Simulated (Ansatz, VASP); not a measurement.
# One calculation of WSe2, two programs

INCAR

```
ALGO     = Normal         # electronic algorithm
DIPOL    = 0.5 0.5 0.420
EDIFF    = 1E-7           # SCF threshold, eV
ENCUT    = 520            # plane-wave cutoff, eV
GGA      = PE             # functional
IDIPOL   = 3            
ISIF     = 2              # what is computed and relaxed
ISMEAR   = 0              # smearing method
IVDW     = 12             # dispersion correction
LASPH    = T              # aspherical terms in the spheres
LCHARG   = F              # write CHGCAR
LDIPOL   = T            
LREAL    = F              # projectors in reciprocal space
LWAVE    = F              # write WAVECAR
NBANDS   = 35             # bands
NELM     = 100            # most SCF steps
PREC     = Accurate       # precision mode
SIGMA    = 0.05           # smearing width, eV
```

File KPOINTS:

```
k-points
0
Gamma
  9 9 1
```

Contents of POSCAR:

```
WSe2
1.0
    3.2854929709      0.0000000000      0.0000000000
   -1.6427464855      2.8453203767      0.0000000000
    0.0000000000      0.0000000000     24.2386466774
Se W
4 2
Direct
    0.3333333333      0.6666666667      0.1856539294
    0.3333333333      0.6666666667      0.3246601777
    1.2222222222     -0.2222222222      0.5148523144
    1.2222222222     -0.2222222222      0.6538585627
    0.6666666667      0.3333333333      0.2551570536
    1.5555555556     -0.5555555556      0.5843554385
```

Input for Ansatz:

```yaml
crystal:
  lattice:
    - [3.2854929709, 0.0, 0.0]
    - [-1.6427464855, 2.8453203767, 0.0]
    - [0.0, 0.0, 24.2386466774]
  atoms:
    - { symbol: Se, position: [0.3333333333, 0.6666666667, 0.1856539294] }
    - { symbol: W, position: [0.6666666667, 0.3333333333, 0.2551570536] }
    - { symbol: Se, position: [0.3333333333, 0.6666666667, 0.3246601777] }
    - { symbol: Se, position: [1.2222222222, -0.2222222222, 0.5148523144] }
    - { symbol: W, position: [1.5555555556, -0.5555555556, 0.5843554385] }
    - { symbol: Se, position: [1.2222222222, -0.2222222222, 0.6538585627] }
basis:
  ecutwfc: 420
kpoints:
  mp_grid: { grid: [9, 9, 1] }
hamiltonian:
  xc: pbe
  pseudopotentials: { kind: paw, azcp: { folder: soft_1 } }
  dispersion: d3bj
scf:
  occupations: { method: gaussian, width: 0.05 }
output:
  forces: true
  eigenvalues: true
efield:
  axis: 3
  dipole_correction: true
  ramp_width: 0.04
```

Alike in both runs: task single point; functional PBE; dispersion D3(BJ); k mesh 9 × 9 × 1; occupations gaussian, width 0.05 eV; no spin polarisation.

|  | VASP | Ansatz |
| --- | --- | --- |
| version | VASP 6.6.1 | Ansatz 0.2.0 |
| potentials or method | VASP PAW PBE potentials, release 64 (Se, W_sv), cutoff 520 eV | scalar-relativistic, plane waves, PAW |
| valence electrons in the cell | 52 | 92 |

|  | VASP | Ansatz | Ansatz less VASP |
| --- | --- | --- | --- |
| gap on the k mesh at the Fermi level (eV) | 1.65 | 1.65 | -0.001 |
| least direct gap on the mesh (eV) | 1.66 | 1.67 | +0.004 |
| rms of the force components (eV/Å) | 0.040 | 0.023 | -0.0179 |

VASP's potentials hold 52 valence electrons a cell and Ansatz's 92, so a difference there can come from the potentials and not from the codes.

Neither program's run includes spin-orbit coupling.
